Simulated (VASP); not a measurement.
# Mg4H in VASP: relaxation of the atoms with PBEsol

Aim: the relaxation of the atoms of Mg4H with PBEsol.

Program: VASP 6.6.1. These are calculated values, not measurements. Logs are shortened: lines on timing, memory, paths and dates and some standing lists are left out, and cuts for length are marked.

**1. The cell of the first run**

The cell holds a slab with vacuum, 5 atoms: a = 3.188 Å, b = 5.108 Å, c = 19.136 Å, α = 90.00°, β = 90.00°, γ = 90.00°.

**2. Relaxation of the atoms, PBEsol**

The input, INCAR:

```
PREC = Accurate
ENCUT = 520
EDIFF = 1E-7
ISMEAR = 0
SIGMA = 0.1
LREAL = F
LASPH = T
NELM = 100
ALGO = Normal
ISIF = 2
LWAVE = F
LCHARG = F
LDIPOL = T
IDIPOL = 3
DIPOL = 0.5 0.5 0.333
GGA = PS
IBRION = 2
NSW = 36
EDIFFG = -0.025
```

The input, KPOINTS:

```
Automatic mesh
0
Gamma
  8 5 1
```

The input, POSCAR:

```
Mg4H
1.0
    3.1881999939      0.0000000000      0.0000000000
    0.0000000000      5.1084658709      0.0000000000
    0.0000000000      0.0000000000     19.1358427726
Mg H
4 1
Selective dynamics
Direct
    0.0000000000      0.7500000000      0.2090318178  F F F
    0.5000000000      0.2500000000      0.2571276385  F F F
    0.5000000000      0.7500000000      0.3576109084  F F F
    0.0000000000      0.2500000000      0.3990335238  F F F
    0.2500000000      0.5000000000      0.4428129965  F F T
```

Potentials or basis: VASP PAW PBE potentials, release 64 (Mg, H).

On the command line:

```
$ cat potpaw_PBE.64/Mg/POTCAR potpaw_PBE.64/H/POTCAR > POTCAR
$ mpirun -np 1 vasp_std > vasp.out
```

OUTCAR:

```text
PREC = Accurate
   ENCUT = 520
   EDIFF = 1E-7
   ISMEAR = 0
   LREAL = F
   LASPH = T
   NELM = 100
   ISIF = 2
   GGA = PS
   IBRION = 2
   NSW = 36
   EDIFFG = -0.025

 ion  position               nearest neighbor table
   1  0.000  0.750  0.209-   2 3.15   2 3.15   2 3.15   2 3.15   3 3.26   3 3.26
   2  0.500  0.250  0.257-   1 3.15   1 3.15   1 3.15   1 3.15   4 3.15   4 3.15   3 3.20   3 3.20

   3  0.500  0.750  0.358-   5 2.22   4 3.11   4 3.11   4 3.11   4 3.11   2 3.20   2 3.20   1 3.26
                             1 3.26
   4  0.000  0.250  0.399-   5 1.72   3 3.11   3 3.11   3 3.11   3 3.11   2 3.15   2 3.15
   5  0.250  0.500  0.443-   4 1.72   3 2.22

  LATTYP: Found a simple orthorhombic cell.
 ALAT       =     3.1881999939
 B/A-ratio  =     1.6023040840
 C/A-ratio  =     6.0020835610

  Lattice vectors:

 A1 = (   3.1881999939,   0.0000000000,   0.0000000000)
 A2 = (   0.0000000000,   5.1084658709,   0.0000000000)
 A3 = (   0.0000000000,   0.0000000000,  19.1358427726)

Analysis of symmetry for initial positions (statically):
=====================================================================
 Subroutine PRICEL returns:
 Original cell was already a primitive cell.

 Routine SETGRP: Setting up the symmetry group for a
 simple orthorhombic supercell.

 Subroutine GETGRP returns: Found  1 space group operations
 (whereof  1 operations were pure point group operations)
 out of a pool of  8 trial point group operations.

The static configuration has the point symmetry C_1 .

Analysis of symmetry for dynamics (positions and initial velocities):
=====================================================================
 Subroutine PRICEL returns:
 Original cell was already a primitive cell.

 Routine SETGRP: Setting up the symmetry group for a
 simple orthorhombic supercell.

 Subroutine GETGRP returns: Found  1 space group operations
 (whereof  1 operations were pure point group operations)
 out of a pool of  8 trial point group operations.

The dynamic configuration has the point symmetry C_1 .

Analysis of constrained symmetry for selective dynamics:
=====================================================================
 Subroutine PRICEL returns:
 Original cell was already a primitive cell.

 Routine SETGRP: Setting up the symmetry group for a
 simple orthorhombic supercell.

 Subroutine GETGRP returns: Found  1 space group operations
 (whereof  1 operations were pure point group operations)
 out of a pool of  8 trial point group operations.

The constrained configuration has the point symmetry C_1 .

 Subroutine INISYM returns: Found  1 space group operations
 (whereof  1 operations are pure point group operations),
 and found     1 'primitive' translations

----------------------------------------------------------------------------------------

                                     Primitive cell

  volume of cell :     311.6619

  direct lattice vectors                    reciprocal lattice vectors
     3.188199994  0.000000000  0.000000000     0.313656609  0.000000000  0.000000000
     0.000000000  5.108465871  0.000000000     0.000000000  0.195753486  0.000000000
     0.000000000  0.000000000 19.135842773     0.000000000  0.000000000  0.052257954

  length of vectors
     3.188199994  5.108465871 19.135842773     0.313656609  0.195753486  0.052257954

  position of ions in fractional coordinates (direct lattice)
     0.000000000  0.750000000  0.209031818
     0.500000000  0.250000000  0.257127639
     0.500000000  0.750000000  0.357610908
     0.000000000  0.250000000  0.399033524
     0.250000000  0.500000000  0.442812997

  ion indices of the primitive-cell ions
   primitive index   ion index
                 1           1
                 2           2
                 3           3
                 4           4
                 5           5

----------------------------------------------------------------------------------------

 KPOINTS: Automatic mesh

Automatic generation of k-mesh.
 Grid dimensions read from file:
 generate k-points for:    8    5    1

 Generating k-lattice:

  Cartesian coordinates                     Fractional coordinates (reciprocal lattice)
     0.039207076  0.000000000  0.000000000     0.125000000  0.000000000  0.000000000
     0.000000000  0.039150697  0.000000000     0.000000000  0.200000000  0.000000000
     0.000000000  0.000000000  0.052257954     0.000000000  0.000000000  1.000000000

  Length of vectors
     0.039207076  0.039150697  0.052257954

  Shift w.r.t. Gamma in fractional coordinates (k-lattice)
     0.000000000  0.000000000  0.000000000

 Subroutine IBZKPT returns following result:
 ===========================================

 Found     21 irreducible k-points:

 Following reciprocal coordinates:
            Coordinates               Weight
  0.000000  0.000000  0.000000      1.000000
  0.125000  0.000000  0.000000      2.000000
  0.250000  0.000000  0.000000      2.000000
  0.375000  0.000000  0.000000      2.000000
  0.500000  0.000000  0.000000      1.000000
  0.000000  0.200000  0.000000      2.000000
[... 13 lines left out ...]
  0.375000 -0.400000  0.000000      2.000000
  0.500000  0.400000  0.000000      2.000000
   k-points           NKPTS =     21   k-points in BZ     NKDIM =     21   number of bands    NBANDS=      8
   number of dos      NEDOS =    301   number of ions     NIONS =      5
   total plane-waves  NPLWV = 138240
   dimension x,y,z NGX =    24 NGY =   40 NGZ =  144
   dimension x,y,z NGXF=    48 NGYF=   80 NGZF=  288
   ions per type =               4   1
   NGX,Y,Z   is equivalent  to a cutoff of  12.51, 13.02, 12.51 a.u.
   NGXF,Y,Z  is equivalent  to a cutoff of  25.03, 26.03, 25.02 a.u.
 SYSTEM =  unknown system
   PREC   = accura    normal or accurate (medium, high low for compatibility)
   ISTART =      0    job   : 0-new  1-cont  2-samecut
   ICHARG =      2    charge: 1-file 2-atom 10-const
   ISPIN  =      1    spin polarized calculation?
   LNONCOLLINEAR =      F non collinear calculations
   LSORBIT =      F    spin-orbit coupling
   LASPH  =      T    aspherical Exc in radial PAW
   ENCUT  =  520.0 eV  38.22 Ry    6.18 a.u.   5.93  9.50 35.58*2*pi/ulx,y,z
   NELM   =    100;   NELMIN=  2; NELMDL= -5     # of ELM steps
   EDIFF  = 0.1E-06   stopping-criterion for ELM
   LREAL  =      F    real-space projection
   EDIFFG = -.3E-01   stopping-criterion for IOM
   NSW    =     36    number of steps for IOM
   IBRION =      2    ionic relax: 0-MD 1-quasi-New 2-CG
   NFREE  =      1    steps in history (QN), initial steepest desc. (CG)
   ISIF   =      2    stress and relaxation
   ISYM   =      2    0-nonsym 1-usesym 2-fastsym
   POTIM  = 0.5000    time-step for ionic-motion
   TEBEG  =    0.0;   TEEND  =   0.0 temperature during run
   PSTRESS=    0.0 pullay stress
   NELECT =       9.0000    total number of electrons
   NUPDOWN=      -1.0000    fix difference up-down
   EMIN   =  10.00;   EMAX   =-10.00  energy-range for DOS
   EFERMI =   0.00;   METHOD = LEGACY
   ISMEAR =     0;   SIGMA  =   0.10  broadening in eV -4-tet -1-fermi 0-gaus
   EFERMI_NEDOS =   21; number of points for ismear=-14 and -15
   IALGO  =     38    algorithm
   IMIX   =      4    mixing-type and parameters
     AMIX     =   0.40;   BMIX     =  1.00
     AMIX_MAG =   1.60;   BMIX_MAG =  1.00
  volume/ion in A,a.u.               =      62.33       420.64
  Fermi-wavevector in a.u.,A,eV,Ry     =   0.502259  0.949132  3.432262  0.252264
  Thomas-Fermi vector in A             =   1.511186
   LORBIT       =      0    0 simple, 1 ext, 2 COOP (PROOUT), +10 PAW based schemes
   GGA     = PS    functional components
   LHFCALC =     F    Hartree Fock is set to
   AEXX    =    0.0000 exact exchange contribution
   IVDW    =     0    specifies the selected vdW correction
   LEPSILON=     F    determine dielectric tensor
   LRPA    =     F    only Hartree local field effects (RPA)
 conjugate gradient relaxation of ions
 non-spin polarized calculation
 Gauss-broadening in eV      SIGMA  =   0.10
  energy-cutoff  :      520.00
  volume of cell :      311.66
 maximum number of plane-waves:      8432
 NGX is ok and might be reduce to    24
   NGX = 11   NGY = 19   NGZ = 71

--------------------------------------- Ionic step        1  -------------------------------------------

 number of electron       9.0000000 magnetization

 Free energy of the ion-electron system (eV)
  ---------------------------------------------------
  ext. energy  EPLUGINS =         0.00000000
  ---------------------------------------------------
  free energy    TOTEN  =        -8.55057093 eV

  energy without entropy =       -8.53800519  energy(sigma->0) =       -8.54428806

------------------------ aborting loop because EDIFF is reached ----------------------------------------

  FORCE on cell =-STRESS in cart. coord.  units (eV):
  Direction    XX          YY          ZZ          XY          YZ          ZX
  --------------------------------------------------------------------------------------
  -------------------------------------------------------------------------------------
  Total       -0.7925315     -0.5384655     -0.4137678     -0.1450612      0.9323333      0.3982360
  in kB       -4.0742103     -2.7681192     -2.1270788     -0.7457243      4.7928974      2.0472339
  external PRESSURE =      -2.9898028 kB  Pullay stress =       0.0000000 kB
[... 104 lines left out ...]
--------------------------------------- Ionic step        4  -------------------------------------------

 number of electron       9.0000000 magnetization

 dipolmoment           0.000000      0.000000      0.042573 electrons x Angstroem

 Free energy of the ion-electron system (eV)
  ---------------------------------------------------
  ext. energy  EPLUGINS =         0.00000000
  ---------------------------------------------------
  free energy    TOTEN  =        -8.55241876 eV

  energy without entropy =       -8.54062773  energy(sigma->0) =       -8.54652325

 E-fermi :  -1.9358     XC(G=0):  -3.4399

 val. band max:       -1.9976078835   @ k =   0.3750   0.2000   0.0000
 cond. band min:      -1.9355890782   @ k =   0.2500   0.0000   0.0000
 fundamental gap:      0.0620188053
 Fermi energy:        -1.9358050954

 k-point     1 :       0.0000    0.0000    0.0000
  band No.  band energies     occupation
      1      -8.3523      2.00000
      2      -6.6980      2.00000
      3      -4.2240      2.00000
      4      -2.7866      2.00000
      5      -2.0411      1.86353
      6      -1.5190      0.00000
      7      -0.4877      0.00000
      8       0.1828      0.00000
[... 210 lines left out ...]
 k-point    21 :       0.5000    0.4000    0.0000
  band No.  band energies     occupation
      1      -5.3260      2.00000
      2      -3.5481      2.00000
      3      -3.2075      2.00000
      4      -2.5653      2.00000
      5      -2.1901      1.99968
      6      -1.2000      0.00000
      7      -0.7241      0.00000
      8      -0.2164      0.00000

------------------------ aborting loop because EDIFF is reached ----------------------------------------

 vacuum level on the upper side and lower side of the slab       (xc-potential included)         0.211        -0.268

  FORCE on cell =-STRESS in cart. coord.  units (eV):
  Direction    XX          YY          ZZ          XY          YZ          ZX
  --------------------------------------------------------------------------------------
  -------------------------------------------------------------------------------------
  Total       -0.8437782     -0.7169770     -0.5244159     -0.2271608      0.8583322      0.3604288
  in kB       -4.3376570     -3.6858034     -2.6958937     -1.1677783      4.4124759      1.8528763
  external PRESSURE =      -3.5731181 kB  Pullay stress =       0.0000000 kB
[... 20 lines left out ...]
  FREE ENERGIE OF THE ION-ELECTRON SYSTEM (eV)
  ---------------------------------------------------
  free  energy   TOTEN  =        -8.5524187646 eV

  energy  without entropy=       -8.5406277340  energy(sigma->0) =       -8.54652325

 reached required accuracy - stopping structural energy minimisation

 vacuum level on the upper side and lower side of the slab         2.195         1.685
```

Wall time 4 min (1 thread of AMD EPYC 7R43 (Zen 3), shared host); peak memory 0.37 GiB.

What came out:

* Free energy: -8.5524 eV
* Energy gained by relaxing: 0.4 meV/atom
* Ionic steps: 4
* Band gap on the k mesh: zero (an odd number of electrons rules out a gap without spin polarisation)

The path:
```tsv
step	energy change (eV)	largest force on free atoms (eV/Å)	pressure (GPa)
1	0.0000	0.0967	-0.30
2	-0.0004	0.0855	-0.31
3	-0.0014	0.0511	-0.32
4	-0.0018	0.0177	-0.36
```

Final structure:
```yaml
crystal:
  lattice:
    - [3.18820, 0.00000, 0.00000]
    - [0.00000, 5.10847, 0.00000]
    - [0.00000, 0.00000, 19.13584]
  atoms:
    - { symbol: Mg, position: [0.00000, 0.75000, 0.20903] }
    - { symbol: Mg, position: [0.50000, 0.25000, 0.25713] }
    - { symbol: Mg, position: [0.50000, 0.75000, 0.35761] }
    - { symbol: Mg, position: [0.00000, 0.25000, 0.39903] }
    - { symbol: H, position: [0.25000, 0.50000, 0.44525] }
```

Levels at points of the mesh, in eV from the Fermi level:
| k point | band 1 | band 2 | band 3 | band 4 | band 5 | band 6 | band 7 | band 8 |
| --- | --- | --- | --- | --- | --- | --- | --- | --- |
| (0.00, 0.00, 0.00) | -6.42 | -4.76 | -2.29 | -0.85 | -0.11 | 0.42 | 1.45 | 2.12 |
| (0.50, 0.00, 0.00) | -3.70 | -2.47 | -1.81 | -0.39 | 0.79 | 2.43 | 2.46 | 2.70 |

Caveat: the PAW data sets were made with another functional, which shifts forces and pressure a little.

The gap in the log of VASP goes by the Fermi energy; the results here count the filled bands.